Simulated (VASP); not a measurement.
Here is a VASP 6.6.1 calculation.

File INCAR:

```
SYSTEM = CaGaC4N4
  PREC = Accurate
  ENCUT = 520
  EDIFF = 1E-7
  ISMEAR = 0
  SIGMA = 0.1
  LREAL = .False.
  LASPH = .True.
  NELM = 150
  ALGO = Normal
  ISIF = 2
  LWAVE = .False.
  LCHARG = .True.
  ISPIN = 2
  MAGMOM = 0 0 1 1 1 1 1 1 1 1
  LORBIT = 11
  GGA = PE
  LELF = .True.
  LVHAR = .True.
  NBANDS = 44
```

File KPOINTS:

```
regular mesh
0
Gamma
  4 4 4
  0 0 0
```

The input POSCAR:

```
CaGaC4N4
1.0
    7.4401775500      0.0000000000      0.0000000000
    0.0000000000      7.4401775500      0.0000000000
    0.0000000000      0.0000000000      4.1016666500
Ca Ga C N
1 1 4 4
Direct
    0.0000000000      0.0000000000      0.0000000000
    0.5000000000      0.5000000000      0.0000000000
    0.2001520600      0.7998479400      0.0000000000
    0.7998479400      0.2001520600      0.0000000000
    0.2001520600      0.2001520600      0.0000000000
    0.7998479400      0.7998479400      0.0000000000
    0.3113476500      0.6886523500      0.0000000000
    0.6886523500      0.3113476500      0.0000000000
    0.3113476500      0.3113476500      0.0000000000
    0.6886523500      0.6886523500      0.0000000000
```

Potentials or basis: VASP PAW PBE potentials, release 64 (Ca_sv, Ga_d, C, N).

The run is started by

```sh
$ cat potpaw_PBE.64/Ca_sv/POTCAR potpaw_PBE.64/Ga_d/POTCAR potpaw_PBE.64/C/POTCAR potpaw_PBE.64/N/POTCAR > POTCAR
$ mpirun -np 1 vasp_std > vasp.out
```

(1) What does it give for the pressure?

(2) Predict the site moments.

(3) Estimate the net moment.

Answers

(1) 8.8 GPa.

(2) Ca +0.01; Ga +0.10; C +0.02; N -0.00 μB.

(3) 0.42 μB per cell.

Caveat: the k points lie up to 0.38 Å⁻¹ apart; a moment this small can come from the mesh or the smearing.
